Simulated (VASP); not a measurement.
# PbSe (Clausthalite) in VASP: a series of runs

PbSe (Clausthalite) is run at these levels: PBE; tasks: single point.

All numbers are computed with VASP 6.6.1; they aren't measurements. Logs are shortened: lines on timing, memory, paths and dates and some standing lists are left out, and cuts for length are marked.

## Step 1: The cell of the first run

Symmetry: Fm-3m, No. 225, cubic system. The conventional cell has a = 6.121 Å, b = 6.121 Å, c = 6.121 Å, α = 90.00°, β = 90.00°, γ = 90.00°. Pb (site symmetry m-3m) has 6 Se at 3.06 Å within 4.0 Å. Se (site symmetry m-3m) has 6 Pb at 3.06 Å within 4.0 Å.

## Step 2: Single point, PBE

INCAR reads:

```
PREC = Accurate ; ENCUT = 500
EDIFF = 1E-6 ; ISMEAR = 0
SIGMA = 0.05 ; LREAL = False
LASPH = True ; NELM = 120
ALGO = Normal ; ISIF = 2
LWAVE = False ; LCHARG = False
GGA = PE ; NBANDS = 17
GGA_COMPAT = False
```

KPOINTS reads:

```
regular mesh
0
Gamma
  5 5 5
```

POSCAR reads:

```
PbSe
1.0
    0.0000000000      3.0606500000      3.0606500000
    3.0606500000      0.0000000000      3.0606500000
    3.0606500000      3.0606500000      0.0000000000
Pb Se
1 1
Direct
    0.0000000000      0.0000000000      0.0000000000
    0.5000000000      0.5000000000      0.5000000000
```

Potentials or basis: VASP PAW PBE potentials, release 64 (Pb_d, Se).

Started as:

```sh
cat potpaw_PBE.64/Pb_d/POTCAR potpaw_PBE.64/Se/POTCAR > POTCAR
mpirun -np 1 vasp_std > vasp.out
```

OUTCAR:

```text
PREC = Accurate
   ENCUT = 500
   EDIFF = 1E-6
   ISMEAR = 0
   LREAL = False
   LASPH = True
   NELM = 120
   ISIF = 2
   GGA = PE

 ion  position               nearest neighbor table
   1  0.000  0.000  0.000-   2 3.06   2 3.06   2 3.06   2 3.06   2 3.06   2 3.06
   2  0.500  0.500  0.500-   1 3.06   1 3.06   1 3.06   1 3.06   1 3.06   1 3.06

  LATTYP: Found a face centered cubic cell.
 ALAT       =     6.1213000000

  Lattice vectors:

 A1 = (   0.0000000000,   3.0606500000,   3.0606500000)
 A2 = (   3.0606500000,   0.0000000000,   3.0606500000)
 A3 = (   3.0606500000,   3.0606500000,   0.0000000000)

Analysis of symmetry for initial positions (statically):
=====================================================================
 Subroutine PRICEL returns:
 Original cell was already a primitive cell.

 Routine SETGRP: Setting up the symmetry group for a
 face centered cubic supercell.

 Subroutine GETGRP returns: Found 48 space group operations
 (whereof 48 operations were pure point group operations)
 out of a pool of 48 trial point group operations.

The static configuration has the point symmetry O_h .

Analysis of symmetry for dynamics (positions and initial velocities):
=====================================================================
 Subroutine PRICEL returns:
 Original cell was already a primitive cell.

 Routine SETGRP: Setting up the symmetry group for a
 face centered cubic supercell.

 Subroutine GETGRP returns: Found 48 space group operations
 (whereof 48 operations were pure point group operations)
 out of a pool of 48 trial point group operations.

The dynamic configuration has the point symmetry O_h .

 Subroutine INISYM returns: Found 48 space group operations
 (whereof 48 operations are pure point group operations),
 and found     1 'primitive' translations

----------------------------------------------------------------------------------------

                                     Primitive cell

  volume of cell :      57.3418

  direct lattice vectors                    reciprocal lattice vectors
     0.000000000  3.060650000  3.060650000    -0.163363991  0.163363991  0.163363991
     3.060650000  0.000000000  3.060650000     0.163363991 -0.163363991  0.163363991
     3.060650000  3.060650000  0.000000000     0.163363991  0.163363991 -0.163363991

  length of vectors
     4.328412740  4.328412740  4.328412740     0.282954733  0.282954733  0.282954733

  position of ions in fractional coordinates (direct lattice)
     0.000000000  0.000000000  0.000000000
     0.500000000  0.500000000  0.500000000

  ion indices of the primitive-cell ions
   primitive index   ion index
                 1           1
                 2           2

----------------------------------------------------------------------------------------

 KPOINTS: regular mesh

Automatic generation of k-mesh.
 Grid dimensions read from file:
 generate k-points for:    5    5    5

 Generating k-lattice:

  Cartesian coordinates                     Fractional coordinates (reciprocal lattice)
    -0.032672798  0.032672798  0.032672798     0.200000000  0.000000000  0.000000000
     0.032672798 -0.032672798  0.032672798     0.000000000  0.200000000  0.000000000
     0.032672798  0.032672798 -0.032672798     0.000000000  0.000000000  0.200000000

  Length of vectors
     0.056590947  0.056590947  0.056590947

  Shift w.r.t. Gamma in fractional coordinates (k-lattice)
     0.000000000  0.000000000  0.000000000

 Subroutine IBZKPT returns following result:
 ===========================================

 Found     10 irreducible k-points:

 Following reciprocal coordinates:
            Coordinates               Weight
  0.000000  0.000000  0.000000      1.000000
  0.200000  0.000000  0.000000      8.000000
  0.400000  0.000000  0.000000      8.000000
  0.200000  0.200000  0.000000      6.000000
  0.400000  0.200000  0.000000     24.000000
 -0.400000  0.200000  0.000000     24.000000
 -0.200000  0.200000  0.000000     12.000000
  0.400000  0.400000  0.000000      6.000000
 -0.400000  0.400000  0.000000     12.000000
 -0.400000  0.400000  0.200000     24.000000
   k-points           NKPTS =     10   k-points in BZ     NKDIM =     10   number of bands    NBANDS=     17
   number of dos      NEDOS =    301   number of ions     NIONS =      2
   total plane-waves  NPLWV =  32768
   dimension x,y,z NGX =    32 NGY =   32 NGZ =   32
   dimension x,y,z NGXF=    64 NGYF=   64 NGZF=   64
   ions per type =               1   1
   NGX,Y,Z   is equivalent  to a cutoff of  12.29, 12.29, 12.29 a.u.
   NGXF,Y,Z  is equivalent  to a cutoff of  24.58, 24.58, 24.58 a.u.
 SYSTEM =  unknown system
   PREC   = accura    normal or accurate (medium, high low for compatibility)
   ISTART =      0    job   : 0-new  1-cont  2-samecut
   ICHARG =      2    charge: 1-file 2-atom 10-const
   ISPIN  =      1    spin polarized calculation?
   LNONCOLLINEAR =      F non collinear calculations
   LSORBIT =      F    spin-orbit coupling
   LASPH  =      T    aspherical Exc in radial PAW
   ENCUT  =  500.0 eV  36.75 Ry    6.06 a.u.   7.89  7.89  7.89*2*pi/ulx,y,z
   NELM   =    120;   NELMIN=  2; NELMDL= -5     # of ELM steps
   EDIFF  = 0.1E-05   stopping-criterion for ELM
   LREAL  =      F    real-space projection
   EDIFFG = 0.1E-04   stopping-criterion for IOM
   NSW    =      0    number of steps for IOM
   IBRION =     -1    ionic relax: 0-MD 1-quasi-New 2-CG
   NFREE  =      0    steps in history (QN), initial steepest desc. (CG)
   ISIF   =      2    stress and relaxation
   ISYM   =      2    0-nonsym 1-usesym 2-fastsym
   POTIM  = 0.5000    time-step for ionic-motion
   TEBEG  =    0.0;   TEEND  =   0.0 temperature during run
   PSTRESS=    0.0 pullay stress
   NELECT =      20.0000    total number of electrons
   NUPDOWN=      -1.0000    fix difference up-down
   EMIN   =  10.00;   EMAX   =-10.00  energy-range for DOS
   EFERMI =   0.00;   METHOD = LEGACY
   ISMEAR =     0;   SIGMA  =   0.05  broadening in eV -4-tet -1-fermi 0-gaus
   EFERMI_NEDOS =   21; number of points for ismear=-14 and -15
   IALGO  =     38    algorithm
   IMIX   =      4    mixing-type and parameters
     AMIX     =   0.40;   BMIX     =  1.00
     AMIX_MAG =   1.60;   BMIX_MAG =  1.00
  volume/ion in A,a.u.               =      28.67       193.48
  Fermi-wavevector in a.u.,A,eV,Ry     =   1.152377  2.177676 18.068159  1.327972
  Thomas-Fermi vector in A             =   2.289028
   LORBIT       =      0    0 simple, 1 ext, 2 COOP (PROOUT), +10 PAW based schemes
   GGA     = PE    functional components
   LHFCALC =     F    Hartree Fock is set to
   AEXX    =    0.0000 exact exchange contribution
   IVDW    =     0    specifies the selected vdW correction
   LEPSILON=     F    determine dielectric tensor
   LRPA    =     F    only Hartree local field effects (RPA)
 non-spin polarized calculation
 Gauss-broadening in eV      SIGMA  =   0.05
  energy-cutoff  :      500.00
  volume of cell :       57.34
 maximum number of plane-waves:      1476
   NGX = 15   NGY = 15   NGZ = 15

 number of electron      20.0000000 magnetization

 Free energy of the ion-electron system (eV)
  ---------------------------------------------------
  ext. energy  EPLUGINS =         0.00000000
  ---------------------------------------------------
  free energy    TOTEN  =        -8.18993016 eV

  energy without entropy =       -8.18993016  energy(sigma->0) =       -8.18993016

 E-fermi :   4.9849     XC(G=0):  -9.5340

 val. band max:        4.6867763146   @ k =   0.4000   0.0000   0.0000
 cond. band min:       5.8736454066   @ k =   0.4000   0.0000   0.0000
 fundamental gap:      1.1868690920
 Fermi energy:         4.9849397801

 k-point     1 :       0.0000    0.0000    0.0000
  band No.  band energies     occupation
      1     -11.7743      2.00000
      2     -11.7743      2.00000
      3     -11.7743      2.00000
      4     -11.7707      2.00000
      5     -11.7707      2.00000
      6      -8.5319      2.00000
[... 9 lines left out ...]
     16      11.5813      0.00000
     17      13.2384      0.00000

 k-point     2 :       0.2000    0.0000    0.0000
  band No.  band energies     occupation
      1     -11.7798      2.00000
      2     -11.7798      2.00000
      3     -11.7730      2.00000
      4     -11.7622      2.00000
      5     -11.7622      2.00000
      6      -8.2387      2.00000
[... 9 lines left out ...]
     16      12.3861      0.00000
     17      15.4831      0.00000

 k-point     3 :       0.4000    0.0000    0.0000
  band No.  band energies     occupation
      1     -11.7933      2.00000
      2     -11.7933      2.00000
      3     -11.7715      2.00000
      4     -11.7439      2.00000
      5     -11.7439      2.00000
      6      -7.6090      2.00000
[... 9 lines left out ...]
     16      14.3736      0.00000
     17      16.2167      0.00000

 k-point     4 :       0.2000    0.2000    0.0000
  band No.  band energies     occupation
      1     -11.8000      2.00000
      2     -11.7806      2.00000
      3     -11.7641      2.00000
      4     -11.7595      2.00000
      5     -11.7595      2.00000
      6      -8.1318      2.00000
[... 9 lines left out ...]
     16      13.7533      0.00000
     17      14.2123      0.00000

 k-point     5 :       0.4000    0.2000    0.0000
  band No.  band energies     occupation
      1     -11.8261      2.00000
      2     -11.7774      2.00000
      3     -11.7728      2.00000
      4     -11.7495      2.00000
      5     -11.7409      2.00000
      6      -7.5885      2.00000
[... 9 lines left out ...]
     16      15.4137      0.00000
     17      16.2080      0.00000

 k-point     6 :      -0.4000    0.2000    0.0000
  band No.  band energies     occupation
      1     -11.8212      2.00000
      2     -11.7843      2.00000
      3     -11.7646      2.00000
      4     -11.7510      2.00000
      5     -11.7418      2.00000
      6      -7.3147      2.00000
[... 9 lines left out ...]
     16      14.3475      0.00000
     17      16.7082      0.00000

 k-point     7 :      -0.2000    0.2000    0.0000
  band No.  band energies     occupation
      1     -11.7935      2.00000
      2     -11.7857      2.00000
      3     -11.7693      2.00000
      4     -11.7580      2.00000
      5     -11.7509      2.00000
      6      -7.8094      2.00000
[... 9 lines left out ...]
     16      14.6047      0.00000
     17      15.2196      0.00000

 k-point     8 :       0.4000    0.4000    0.0000
  band No.  band energies     occupation
      1     -11.8811      2.00000
      2     -11.7907      2.00000
      3     -11.7534      2.00000
      4     -11.7341      2.00000
      5     -11.7341      2.00000
      6      -7.2758      2.00000
[... 9 lines left out ...]
     16      16.0977      0.00000
     17      17.2963      0.00000

 k-point     9 :      -0.4000    0.4000    0.0000
  band No.  band energies     occupation
      1     -11.8760      2.00000
      2     -11.7817      2.00000
      3     -11.7618      2.00000
      4     -11.7380      2.00000
      5     -11.7336      2.00000
      6      -7.0937      2.00000
[... 9 lines left out ...]
     16      15.8535      0.00000
     17      17.7139      0.00000

 k-point    10 :      -0.4000    0.4000    0.2000
  band No.  band energies     occupation
      1     -11.8522      2.00000
      2     -11.7728      2.00000
      3     -11.7707      2.00000
      4     -11.7505      2.00000
      5     -11.7344      2.00000
      6      -7.1848      2.00000
[... 9 lines left out ...]
     16      16.3787      0.00000
     17      16.4641      0.00000

------------------------ aborting loop because EDIFF is reached ----------------------------------------

  FORCE on cell =-STRESS in cart. coord.  units (eV):
  Direction    XX          YY          ZZ          XY          YZ          ZX
  --------------------------------------------------------------------------------------
  -------------------------------------------------------------------------------------
  Total        0.8033246      0.8033246      0.8033246      0.0000000      0.0000000      0.0000000
  in kB       22.4455698     22.4455698     22.4455698      0.0000000      0.0000000      0.0000000
  external PRESSURE =      22.4455698 kB  Pullay stress =       0.0000000 kB

 VOLUME and BASIS-vectors are now :
 -----------------------------------------------------------------------------
  energy-cutoff  :      500.00
  volume of cell :       57.34
      direct lattice vectors                 reciprocal lattice vectors
     0.000000000  3.060650000  3.060650000    -0.163363991  0.163363991  0.163363991
     3.060650000  0.000000000  3.060650000     0.163363991 -0.163363991  0.163363991
     3.060650000  3.060650000  0.000000000     0.163363991  0.163363991 -0.163363991

 POSITION                                       TOTAL-FORCE (eV/Angst)
 -----------------------------------------------------------------------------------
      0.00000      0.00000      0.00000         0.000000     -0.000000      0.000000
      3.06065      3.06065      3.06065         0.000000      0.000000      0.000000
 -----------------------------------------------------------------------------------
    total drift:                                0.000000     -0.000000     -0.000000

  FREE ENERGIE OF THE ION-ELECTRON SYSTEM (eV)
  ---------------------------------------------------
  free  energy   TOTEN  =        -8.1899301563 eV

  energy  without entropy=       -8.1899301563  energy(sigma->0) =       -8.18993016
```

Run time: 6.1 s. Hardware: 1 thread of AMD EPYC 9R45 (Zen 5), shared host; peak memory 0.14 GiB.

What came out:

- Free energy: -8.1899 eV
- Pressure: 2.2 GPa

Levels at points of the mesh, in eV from the Fermi level:
```
           k point  band 6  band 7  band 8  band 9  band 10  band 11  band 12  band 13  band 14  band 15
(0.00, 0.00, 0.00)  -13.52   -6.23   -1.80   -1.80    -1.80     4.79     4.79     4.79     6.60     6.60
```

Caveat: this odd mesh misses L, where the gap lies, so gap, dielectric constants and Born charges aren't listed; spin-orbit coupling is left out, which moves the levels of the heavy elements.

(Part 1 of 2 ends here.)
